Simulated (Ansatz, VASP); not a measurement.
## Ga2O3 in VASP and in Ansatz

```xyz
10
Lattice="6.2270 -1.5417 0.0113 6.2270 1.5417 0.0113 -1.4028 0.0000 5.7078" Properties=species:S:1:pos:R:3 pbc="T T T"
Ga    0.0050    0.0000    4.5381
Ga   11.0463    0.0000    1.1924
Ga    7.7603    0.0000    1.8081
Ga    3.2910    0.0000    3.9224
O     1.8831    0.0000    0.6270
O     9.1682    0.0000    5.1035
O     1.3716    0.0000    3.2251
O     9.6797    0.0000    2.5053
O     5.8174    0.0000    1.4764
O     5.2339    0.0000    4.2540
```

Alike in both runs: functional PBE; k mesh 8 × 8 × 4; no spin polarisation.

Ansatz relaxed the structure, and its values are those at the end. VASP's run is a single point on that final structure, the one shown.

|  | VASP | Ansatz |
| --- | --- | --- |
| version | VASP 6.6.1 | Ansatz 0.2.0 |
| potentials or method | VASP PAW PBE potentials, release 64 (Ga_d, O) | scalar-relativistic, plane waves, PAW |
| plane-wave cutoff (eV) | 520 | 420 |
| occupations | gaussian, width 0.01 eV | fixed |
| valence electrons in the cell | 88 | 88 |

|  | VASP | Ansatz | Ansatz less VASP |
| --- | --- | --- | --- |
| gap on the k mesh at the Fermi level (eV) | 2.00 | 2.02 | +0.017 |
| least direct gap on the mesh (eV) | 2.02 | 2.03 | +0.015 |
| pressure (GPa) | 0.6 | 0.0 | -0.57 |
| rms of the force components (eV/Å) | 0.008 | 0.000 | -0.0079 |
